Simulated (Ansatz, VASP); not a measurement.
One calculation of Ni, two programs

The input INCAR:

```
SYSTEM = Ni
ALGO = Normal
EDIFF = 1E-6
ENCUT = 600
GGA = PS
GGA_COMPAT = .FALSE.
ISIF = 2
ISMEAR = 0
ISPIN = 2
LASPH = .TRUE.
LCHARG = .FALSE.
LMAXMIX = 4
LORBIT = 11
LREAL = .FALSE.
LWAVE = .FALSE.
MAGMOM = 0.65
NBANDS = 15
NELM = 200
PREC = Accurate
SIGMA = 0.1
```

The input KPOINTS:

```
k-points
0
G
  20 20 20
  0 0 0
```

Contents of POSCAR:

```
Ni
1.0
   -1.3961573847      1.3961573847      1.3961573847
    1.3961573847     -1.3961573847      1.3961573847
    1.3961573847      1.3961573847     -1.3961573847
Ni
1
Direct
    0.0000000000      0.0000000000      0.0000000000
```

Input for Ansatz:

```yaml
crystal:
  lattice:
    - [-1.3961573847, 1.3961573847, 1.3961573847]
    - [1.3961573847, -1.3961573847, 1.3961573847]
    - [1.3961573847, 1.3961573847, -1.3961573847]
  atoms:
    - { symbol: Ni, position: [0.0, 0.0, 0.0], spin: 0.65 }
basis:
  ecutwfc: 420
  xc_grid: 1
kpoints:
  mp_grid: { grid: [20, 20, 20] }
hamiltonian:
  xc: pbesol
scf:
  occupations: { method: gaussian, width: 0.1 }
output:
  forces: true
  eigenvalues: true
  stress: true
magnetization:
  spin_polarized: true
```

Alike in both runs: task single point; functional PBEsol; k mesh 20 × 20 × 20; occupations gaussian, width 0.1 eV; collinear spin.

```csv
,VASP,Ansatz
version,VASP 6.6.1,Ansatz 0.2.0
potentials or method,"VASP PAW PBE potentials, release 64 (Ni), cutoff 600 eV","scalar-relativistic, plane waves, PAW"
valence electrons in the cell,10,18
```

|  | VASP | Ansatz | Ansatz less VASP |
| --- | --- | --- | --- |
| gap on the k mesh at the Fermi level (eV) | none | none | - |
| pressure (GPa) | -8.0 | -7.9 | +0.10 |
| net moment per atom (μB) | 0.56 | 0.57 | +0.008 |
| size of the moment on the site where the two differ most (μB) | 0.57 | 0.60 | +0.030 |

VASP's potentials were made for PBE, not for PBEsol. Site moments also hang on the region over which each program counts them. A gap of «none» marks a metal or a gap that the smearing closes. VASP's potentials hold 10 valence electrons a cell and Ansatz's 18, so a difference there can come from the potentials and not from the codes.
